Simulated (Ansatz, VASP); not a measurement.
One calculation of KCl, two programs

```
K Cl
1.0
     0.00000    3.15610    3.15610
     3.15610    0.00000    3.15610
     3.15610    3.15610    0.00000
K Cl
1 1
Direct
  0.00000 0.00000 0.00000
  0.50732 0.50732 0.50732
```

Alike in both runs: task single point; functional PBE; k mesh 7 × 7 × 7; occupations fermi-dirac, width 0.03 eV; no spin polarisation.

|  | VASP | Ansatz |
| --- | --- | --- |
| version | VASP 6.6.1 | Ansatz 0.2.0 |
| potentials or method | VASP PAW PBE potentials, release 64 (K_sv, Cl), cutoff 520 eV | all-electron LAPW, scalar-relativistic |

|  | VASP | Ansatz | Ansatz less VASP |
| --- | --- | --- | --- |
| gap on the k mesh at the Fermi level (eV) | 5.16 | 5.16 | +0.002 |
| pressure (GPa) | 0.6 | 0.6 | -0.02 |
| rms of the force components (eV/Å) | 0.060 | 0.059 | -0.0010 |

Atom by atom the forces differ by 0.001 eV/Å (rms over components). Ansatz ran all-electron here, and VASP with PAW potentials.
